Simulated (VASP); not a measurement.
# Sc3BN2 in VASP: a series of runs

The runs below take Sc3BN2 through single point, relaxation of cell and atoms, with PBE.

Program: VASP 6.6.1. These are calculated values, not measurements. Logs are shortened: lines on timing, memory, paths and dates and some standing lists are left out, and cuts for length are marked.

## Step 1: The cell of the first run

The typed cell holds 6 atoms: a = 4.543 Å, b = 4.543 Å, c = 4.360 Å, α = 90.00°, β = 90.00°, γ = 120.00°.

The cell was generated, and may not be a known phase.

## Step 2: Single point, PBE

INCAR reads:

```
PREC = Accurate ; ENCUT = 520
EDIFF = 1E-6 ; ISMEAR = 0
SIGMA = 0.1 ; LREAL = False
LASPH = True ; NELM = 100
ALGO = Normal ; ISIF = 2
LWAVE = False ; LCHARG = False
GGA = PE ; NBANDS = 32
```

KPOINTS reads:

```
Automatic mesh
0
Gamma
  6 6 4
```

POSCAR reads:

```
Sc3BN2
1.0
    4.5426621893      0.0000000000      0.0000000000
   -2.2713310946      3.9340608567      0.0000000000
    0.0000000000      0.0000000000      4.3595343684
Sc B N
3 1 2
Direct
    0.3333333333      0.6666666667      0.6249138766
    0.6666666667      0.3333333333      0.6249138766
    0.0000000000      0.0000000000      1.1248933175
    0.0000000000      0.0000000000      0.6248616819
    0.3333333333      0.6666666667      0.1248381587
    0.6666666667      0.3333333333      0.1248381587
```

Potentials or basis: VASP PAW PBE potentials, release 64 (Sc_sv, B, N).

Started as:

```console
> cat potpaw_PBE.64/Sc_sv/POTCAR potpaw_PBE.64/B/POTCAR potpaw_PBE.64/N/POTCAR > POTCAR
> mpirun -np 1 vasp_std > vasp.out
```

OUTCAR:

```text
PREC = Accurate
   ENCUT = 520
   EDIFF = 1E-6
   ISMEAR = 0
   LREAL = False
   LASPH = True
   NELM = 100
   ISIF = 2
   GGA = PE

 ion  position               nearest neighbor table
   1  0.333  0.667  0.625-   5 2.18   5 2.18   2 2.62   2 2.62   2 2.62   4 2.62   4 2.62   4 2.62
                             3 3.41   3 3.41   3 3.41   3 3.41   3 3.41   3 3.41
   2  0.667  0.333  0.625-   6 2.18   6 2.18   1 2.62   1 2.62   1 2.62   4 2.62   4 2.62   4 2.62
                             3 3.41   3 3.41   3 3.41   3 3.41   3 3.41   3 3.41
   3  0.000  0.000  0.125-   4 2.18   4 2.18   1 3.41   2 3.41   1 3.41   2 3.41   2 3.41   1 3.41
                             1 3.41   2 3.41   1 3.41   2 3.41   1 3.41   2 3.41
   4  0.000  0.000  0.625-   3 2.18   3 2.18   2 2.62   1 2.62   1 2.62   2 2.62   2 2.62   1 2.62

   5  0.333  0.667  0.125-   1 2.18   1 2.18
   6  0.667  0.333  0.125-   2 2.18   2 2.18

  LATTYP: Found a hexagonal cell.
 ALAT       =     4.5426621893
 C/A-ratio  =     0.9596871145

  Lattice vectors:

 A1 = (   4.5426621893,   0.0000000000,   0.0000000000)
 A2 = (  -2.2713310946,   3.9340608567,   0.0000000000)
 A3 = (   0.0000000000,   0.0000000000,   4.3595343684)

Analysis of symmetry for initial positions (statically):
=====================================================================
 Subroutine PRICEL returns:
 Original cell was already a primitive cell.

 Routine SETGRP: Setting up the symmetry group for a
 hexagonal supercell.

 Subroutine GETGRP returns: Found 12 space group operations
 (whereof 12 operations were pure point group operations)
 out of a pool of 24 trial point group operations.

The static configuration has the point symmetry C_6v.

Analysis of symmetry for dynamics (positions and initial velocities):
=====================================================================
 Subroutine PRICEL returns:
 Original cell was already a primitive cell.

 Routine SETGRP: Setting up the symmetry group for a
 hexagonal supercell.

 Subroutine GETGRP returns: Found 12 space group operations
 (whereof 12 operations were pure point group operations)
 out of a pool of 24 trial point group operations.

The dynamic configuration has the point symmetry C_6v.

 Subroutine INISYM returns: Found 12 space group operations
 (whereof 12 operations are pure point group operations),
 and found     1 'primitive' translations

----------------------------------------------------------------------------------------

                                     Primitive cell

  volume of cell :      77.9097

  direct lattice vectors                    reciprocal lattice vectors
     4.542662189  0.000000000  0.000000000     0.220135233  0.127095136  0.000000000
    -2.271331095  3.934060857  0.000000000     0.000000000  0.254190272  0.000000000
     0.000000000  0.000000000  4.359534368     0.000000000  0.000000000  0.229382295

  length of vectors
     4.542662189  4.542662189  4.359534368     0.254190272  0.254190272  0.229382295

  position of ions in fractional coordinates (direct lattice)
     0.333333333  0.666666667  0.624913877
     0.666666667  0.333333333  0.624913877
     0.000000000  0.000000000  0.124893318
     0.000000000  0.000000000  0.624861682
     0.333333333  0.666666667  0.124838159
     0.666666667  0.333333333  0.124838159

  ion indices of the primitive-cell ions
   primitive index   ion index
                 1           1
                 2           2
                 3           3
                 4           4
                 5           5
                 6           6

----------------------------------------------------------------------------------------

 KPOINTS: Automatic mesh

Automatic generation of k-mesh.
 Grid dimensions read from file:
 generate k-points for:    6    6    4

 Generating k-lattice:

  Cartesian coordinates                     Fractional coordinates (reciprocal lattice)
     0.036689206  0.021182523  0.000000000     0.166666667  0.000000000  0.000000000
     0.000000000  0.042365045  0.000000000     0.000000000  0.166666667  0.000000000
     0.000000000  0.000000000  0.057345574     0.000000000  0.000000000  0.250000000

  Length of vectors
     0.042365045  0.042365045  0.057345574

  Shift w.r.t. Gamma in fractional coordinates (k-lattice)
     0.000000000  0.000000000  0.000000000

 Subroutine IBZKPT returns following result:
 ===========================================

 Found     21 irreducible k-points:

 Following reciprocal coordinates:
            Coordinates               Weight
  0.000000  0.000000  0.000000      1.000000
  0.166667  0.000000  0.000000      6.000000
  0.333333  0.000000  0.000000      6.000000
  0.500000 -0.000000  0.000000      3.000000
  0.166667  0.166667  0.000000      6.000000
  0.333333  0.166667  0.000000     12.000000
[... 13 lines left out ...]
  0.333333  0.166667  0.500000     12.000000
  0.333333  0.333333  0.500000      2.000000
   k-points           NKPTS =     21   k-points in BZ     NKDIM =     21   number of bands    NBANDS=     32
   number of dos      NEDOS =    301   number of ions     NIONS =      6
   total plane-waves  NPLWV =  41472
   dimension x,y,z NGX =    36 NGY =   36 NGZ =   32
   dimension x,y,z NGXF=    72 NGYF=   72 NGZF=   64
   ions per type =               3   1   2
   NGX,Y,Z   is equivalent  to a cutoff of  13.17, 13.17, 12.20 a.u.
   NGXF,Y,Z  is equivalent  to a cutoff of  26.35, 26.35, 24.41 a.u.
 SYSTEM =  unknown system
   PREC   = accura    normal or accurate (medium, high low for compatibility)
   ISTART =      0    job   : 0-new  1-cont  2-samecut
   ICHARG =      2    charge: 1-file 2-atom 10-const
   ISPIN  =      1    spin polarized calculation?
   LNONCOLLINEAR =      F non collinear calculations
   LSORBIT =      F    spin-orbit coupling
   LASPH  =      T    aspherical Exc in radial PAW
   ENCUT  =  520.0 eV  38.22 Ry    6.18 a.u.   8.45  8.45  8.11*2*pi/ulx,y,z
   NELM   =    100;   NELMIN=  2; NELMDL= -5     # of ELM steps
   EDIFF  = 0.1E-05   stopping-criterion for ELM
   LREAL  =      F    real-space projection
   EDIFFG = 0.1E-04   stopping-criterion for IOM
   NSW    =      0    number of steps for IOM
   IBRION =     -1    ionic relax: 0-MD 1-quasi-New 2-CG
   NFREE  =      0    steps in history (QN), initial steepest desc. (CG)
   ISIF   =      2    stress and relaxation
   ISYM   =      2    0-nonsym 1-usesym 2-fastsym
   POTIM  = 0.5000    time-step for ionic-motion
   TEBEG  =    0.0;   TEEND  =   0.0 temperature during run
   PSTRESS=    0.0 pullay stress
   NELECT =      46.0000    total number of electrons
   NUPDOWN=      -1.0000    fix difference up-down
   EMIN   =  10.00;   EMAX   =-10.00  energy-range for DOS
   EFERMI =   0.00;   METHOD = LEGACY
   ISMEAR =     0;   SIGMA  =   0.10  broadening in eV -4-tet -1-fermi 0-gaus
   EFERMI_NEDOS =   21; number of points for ismear=-14 and -15
   IALGO  =     38    algorithm
   IMIX   =      4    mixing-type and parameters
     AMIX     =   0.40;   BMIX     =  1.00
     AMIX_MAG =   1.60;   BMIX_MAG =  1.00
  volume/ion in A,a.u.               =      12.98        87.63
  Fermi-wavevector in a.u.,A,eV,Ry     =   1.373400  2.595349 25.663667  1.886226
  Thomas-Fermi vector in A             =   2.498920
   LORBIT       =      0    0 simple, 1 ext, 2 COOP (PROOUT), +10 PAW based schemes
   GGA     = PE    functional components
   LHFCALC =     F    Hartree Fock is set to
   AEXX    =    0.0000 exact exchange contribution
   IVDW    =     0    specifies the selected vdW correction
   LEPSILON=     F    determine dielectric tensor
   LRPA    =     F    only Hartree local field effects (RPA)
 non-spin polarized calculation
 Gauss-broadening in eV      SIGMA  =   0.10
  energy-cutoff  :      520.00
  volume of cell :       77.91
 maximum number of plane-waves:      2140
 NGX is ok and might be reduce to    36
   NGX = 17   NGY = 17   NGZ = 17

 number of electron      45.9999991 magnetization

 Free energy of the ion-electron system (eV)
  ---------------------------------------------------
  ext. energy  EPLUGINS =         0.00000000
  ---------------------------------------------------
  free energy    TOTEN  =       -42.16006652 eV

  energy without entropy =      -42.13677648  energy(sigma->0) =      -42.14842150

 E-fermi :   4.7701     XC(G=0): -11.3132

 val. band max:        4.7454887701   @ k =   0.1667   0.1667   0.2500
 cond. band min:       4.7771464186   @ k =   0.3333   0.3333   0.0000
 fundamental gap:      0.0316576484
 Fermi energy:         4.7700756687

 k-point     1 :       0.0000    0.0000    0.0000
  band No.  band energies     occupation
      1     -44.2146      2.00000
      2     -43.8718      2.00000
      3     -43.5193      2.00000
      4     -23.3534      2.00000
      5     -23.3534      2.00000
      6     -22.6253      2.00000
[... 24 lines left out ...]
     31       7.1278      0.00000
     32       9.6969      0.00000

 k-point     2 :       0.1667    0.0000    0.0000
  band No.  band energies     occupation
      1     -44.1947      2.00000
      2     -43.8925      2.00000
      3     -43.5194      2.00000
      4     -23.3798      2.00000
      5     -23.3163      2.00000
      6     -22.6034      2.00000
[... 24 lines left out ...]
     31       7.8561      0.00000
     32       9.5960      0.00000
[... 628 lines left out ...]
     31       8.9804      0.00000
     32       9.4563      0.00000

 k-point    21 :       0.3333    0.3333    0.5000
  band No.  band energies     occupation
      1     -44.0441      2.00000
      2     -44.0441      2.00000
      3     -43.5199      2.00000
      4     -23.5048      2.00000
      5     -22.9172      2.00000
      6     -22.9172      2.00000
[... 24 lines left out ...]
     31       8.9733      0.00000
     32       8.9733      0.00000

------------------------ aborting loop because EDIFF is reached ----------------------------------------

  FORCE on cell =-STRESS in cart. coord.  units (eV):
  Direction    XX          YY          ZZ          XY          YZ          ZX
  --------------------------------------------------------------------------------------
  -------------------------------------------------------------------------------------
  Total        0.2468352      0.2468352      0.5485110      0.0000000      0.0000000      0.0000000
  in kB        5.0760523      5.0760523     11.2798749      0.0000000      0.0000000      0.0000000
  external PRESSURE =       7.1439932 kB  Pullay stress =       0.0000000 kB

 VOLUME and BASIS-vectors are now :
 -----------------------------------------------------------------------------
  energy-cutoff  :      520.00
  volume of cell :       77.91
      direct lattice vectors                 reciprocal lattice vectors
     4.542662189  0.000000000  0.000000000     0.220135233  0.127095136  0.000000000
    -2.271331095  3.934060857  0.000000000     0.000000000  0.254190272  0.000000000
     0.000000000  0.000000000  4.359534368     0.000000000  0.000000000  0.229382295

 POSITION                                       TOTAL-FORCE (eV/Angst)
 -----------------------------------------------------------------------------------
     -0.00000      2.62271      2.72433         0.000000     -0.000000     -0.001924
      2.27133      1.31135      2.72433        -0.000000     -0.000000     -0.001924
      0.00000      0.00000      0.54448         0.000000     -0.000000     -0.002389
      0.00000      0.00000      2.72411         0.000000     -0.000000      0.002407
     -0.00000      2.62271      0.54424         0.000000     -0.000000      0.001914
      2.27133      1.31135      0.54424        -0.000000      0.000000      0.001914
 -----------------------------------------------------------------------------------
    total drift:                               -0.000000     -0.000000     -0.000040

  FREE ENERGIE OF THE ION-ELECTRON SYSTEM (eV)
  ---------------------------------------------------
  free  energy   TOTEN  =       -42.1600665199 eV

  energy  without entropy=      -42.1367764819  energy(sigma->0) =      -42.14842150
```

It took 34 s on 1 thread of Intel Xeon 6975P-C (Granite Rapids), shared host; peak memory 0.21 GiB.

What came out:

| Property | Result |
| --- | --- |
| Free energy | -42.1601 eV |
| Pressure | 0.7 GPa |
| Band gap on the k mesh | zero (bands 23 and 24 overlap by 1.26 eV) |

Forces on the atoms (eV/Å):
```
Sc   0.000  0.000 -0.002
Sc   0.000  0.000 -0.002
Sc   0.000  0.000 -0.002
B    0.000  0.000  0.002
N    0.000  0.000  0.002
N    0.000  0.000  0.002
```

Levels at points of the mesh, in eV from the Fermi level:
| k point | band 20 | band 21 | band 22 | band 23 | band 24 | band 25 | band 26 | band 27 |
| --- | --- | --- | --- | --- | --- | --- | --- | --- |
| (0.00, 0.00, 0.00) | -1.90 | -0.05 | 0.76 | 0.76 | 1.41 | 1.41 | 1.84 | 1.84 |
| (0.50, 0.00, 0.00) | -1.21 | -0.66 | 0.03 | 0.19 | 0.35 | 0.37 | 0.60 | 2.64 |
| (0.00, 0.00, 0.50) | -2.10 | -2.10 | -1.33 | -0.50 | -0.50 | 1.95 | 1.95 | 3.27 |
| (0.50, 0.00, 0.50) | -1.70 | -1.55 | -0.86 | -0.60 | -0.27 | 0.51 | 1.48 | 3.08 |

Caveat: the k points lie up to 0.36 Å⁻¹ apart, too coarse for converged energies and pressures of a metal.

## Step 3: Single point, PBE

This run uses another cell than the first one, of 13.11 Å³/atom.

INCAR reads:

```
PREC = Accurate ; ENCUT = 520
EDIFF = 1E-6 ; ISMEAR = 0
SIGMA = 0.1 ; LREAL = False
LASPH = True ; NELM = 60
ALGO = Normal ; ISIF = 2
LWAVE = False ; LCHARG = True
GGA = PE ; LELF = True
LVHAR = True ; NBANDS = 32
```

KPOINTS reads:

```
regular mesh
0
Gamma
  12 12 10
```

POSCAR reads:

```
Sc3BN2
1.0
    4.5762949333      0.0000000000      0.0000000000
   -2.2881474666      3.9631876675      0.0000000000
    0.0000000000      0.0000000000      4.3355980032
Sc B N
3 1 2
Direct
    0.3333333333      0.6666666667      0.5000000000
    0.6666666667      0.3333333333      0.5000000000
    0.0000000000      0.0000000000      0.0000000000
    0.0000000000      0.0000000000      0.5000000000
    0.3333333333      0.6666666667      0.0000000000
    0.6666666667      0.3333333333      0.0000000000
```

Potentials or basis: VASP PAW PBE potentials, release 64 (Sc_sv, B, N).

Started as:

```console
> cat potpaw_PBE.64/Sc_sv/POTCAR potpaw_PBE.64/B/POTCAR potpaw_PBE.64/N/POTCAR > POTCAR
> mpirun -np 1 vasp_std > vasp.out
```

Run time: 2.7 min. Hardware: 1 thread of Intel Xeon 6975P-C (Granite Rapids), shared host; peak memory 0.37 GiB.

Results (log left out):

```
Free energy            : -42.1957 eV
Pressure               : 0.4 GPa
Band gap on the k mesh : zero (bands 23 and 24 overlap by 1.30 eV)
```

Stress tensor (GPa, compression positive):
```
0.21 0.00 0.00
0.00 0.21 0.00
0.00 0.00 0.92
```

Levels at points of the mesh, in eV from the Fermi level:
| k point | band 20 | band 21 | band 22 | band 23 | band 24 | band 25 | band 26 | band 27 |
| --- | --- | --- | --- | --- | --- | --- | --- | --- |
| (0.00, 0.00, 0.00) | -1.95 | -0.06 | 0.73 | 0.73 | 1.38 | 1.38 | 1.80 | 1.80 |
| (0.50, 0.00, 0.00) | -1.18 | -0.69 | 0.00 | 0.18 | 0.28 | 0.33 | 0.60 | 2.53 |
| (0.00, 0.00, 0.50) | -2.16 | -2.16 | -1.39 | -0.57 | -0.57 | 1.85 | 1.85 | 3.30 |
| (0.50, 0.00, 0.50) | -1.79 | -1.62 | -0.91 | -0.68 | -0.33 | 0.44 | 1.39 | 3.14 |

## Step 4: Relaxation of cell and atoms, PBE

INCAR reads:

```
SYSTEM = Sc3BN2
PREC     = Accurate       ! precision mode
ENCUT    = 600            ! plane-wave cutoff, eV
EDIFF    = 1E-6           ! SCF threshold, eV
ISMEAR   = 0              ! smearing method
SIGMA    = 0.1            ! smearing width, eV
LREAL    = .False.        ! projectors in reciprocal space
LASPH    = .True.         ! aspherical terms in the spheres
NELM     = 100            ! most SCF steps
ALGO     = Normal         ! electronic algorithm
ISIF     = 3              ! what is computed and relaxed
LWAVE    = .False.        ! write WAVECAR
LCHARG   = .False.        ! write CHGCAR
GGA      = PE             ! functional
IBRION   = 2              ! ionic algorithm
NSW      = 100            ! ionic steps
EDIFFG   = -0.01          ! ionic threshold
```

KPOINTS reads:

```
Automatic mesh
0
Gamma
  12 12 10
  0 0 0
```

POSCAR: that of step 3 with these lines changed.

```diff
@@ -2,5 +2,5 @@
 1.0
-    4.5762949333      0.0000000000      0.0000000000
-   -2.2881474666      3.9631876675      0.0000000000
-    0.0000000000      0.0000000000      4.3355980032
+    4.5426621893      0.0000000000      0.0000000000
+   -2.2713310946      3.9340608567      0.0000000000
+    0.0000000000      0.0000000000      4.3595343684
 Sc B N
```

Started as:

```console
> cat potpaw_PBE.64/Sc_sv/POTCAR potpaw_PBE.64/B/POTCAR potpaw_PBE.64/N/POTCAR > POTCAR
> mpirun -np 1 vasp_std > vasp.out
```

Wall time 9.6 min (1 thread of Intel Xeon 6975P-C (Granite Rapids), shared host); peak memory 0.41 GiB.

Results (log left out):

| Quantity | Value |
| --- | --- |
| Free energy | -42.1998 eV |
| Relaxed volume | 13.14 Å³/atom |
| Relaxed cell | a = 4.577 Å, b = 4.577 Å, c = 4.345 Å, α = 90.00°, β = 90.00°, γ = 120.00° |
| Space group after relaxing (to 0.1 Å) | P6/mmm (No. 191) |
| Energy gained by relaxing | 0.6 meV/atom |
| Ionic steps | 5 |
| Pressure after relaxing | 0.0 GPa |
| Band gap on the k mesh | zero (bands 23 and 24 overlap by 1.29 eV) |

The path:
```tsv
step	energy change (eV)	largest force (eV/Å)	pressure (GPa)	volume (Å³)
1	0.0000	0.0000	0.70	77.91
2	-0.0027	0.0000	-0.05	78.56
3	-0.0029	0.0000	-0.36	78.83
4	-0.0036	0.0000	0.10	78.82
5	-0.0037	0.0000	-0.02	78.82
```

Final structure:
```xyz
6
Lattice="4.5768 0.0000 0.0000 -2.2884 3.9636 0.0000 0.0000 0.0000 4.3452" Properties=species:S:1:pos:R:3 pbc="T T T"
Sc    0.0000    2.6424    2.1726
Sc    2.2884    1.3212    2.1726
Sc   -2.2884    3.9636    0.0000
B    -2.2884    3.9636    2.1726
N     0.0000    2.6424    0.0000
N     2.2884    1.3212    0.0000
```

Levels at points of the mesh, in eV from the Fermi level:
```tsv
k point	band 19	band 20	band 21	band 22	band 23	band 24	band 25	band 26	band 27
(0.00, 0.00, 0.00)	-1.95	-1.95	-0.07	0.73	0.73	1.38	1.38	1.80	1.80
(0.50, 0.00, 0.00)	-1.76	-1.19	-0.69	0.00	0.18	0.28	0.33	0.59	2.52
(0.00, 0.00, 0.50)	-2.21	-2.15	-2.15	-1.38	-0.56	-0.56	1.85	1.85	3.27
(0.50, 0.00, 0.50)	-2.77	-1.78	-1.61	-0.90	-0.67	-0.32	0.43	1.39	3.11
```

## Step 5: The runs side by side

```tsv
task	cell	k mesh	cutoff (eV)	gap on the mesh (eV)	pressure (GPa)
single point	a = 4.543, b = 4.543, c = 4.360 Å, angles 90.0, 90.0, 120.0°, 6 atoms	6 × 6 × 4	520	none	0.7
single point	a = 4.576, b = 4.576, c = 4.336 Å, angles 90.0, 90.0, 120.0°, 6 atoms	12 × 12 × 10	520	none	0.4
relaxation of cell and atoms	relaxed from a = 4.543, b = 4.543, c = 4.360 Å, angles 90.0, 90.0, 120.0°, 6 atoms	12 × 12 × 10	600	none	0.0
```

Alike in all rows: level PBE; potentials or basis VASP PAW PBE potentials, release 64 (Sc_sv, B, N); no spin polarisation; smearing gaussian 0.1 eV.

Caveats: some runs use coarse meshes.

Total energies depend on the potentials used, so only differences within one code and one set of settings carry meaning.

The gap in the log of VASP goes by the Fermi energy; the results here count the filled bands.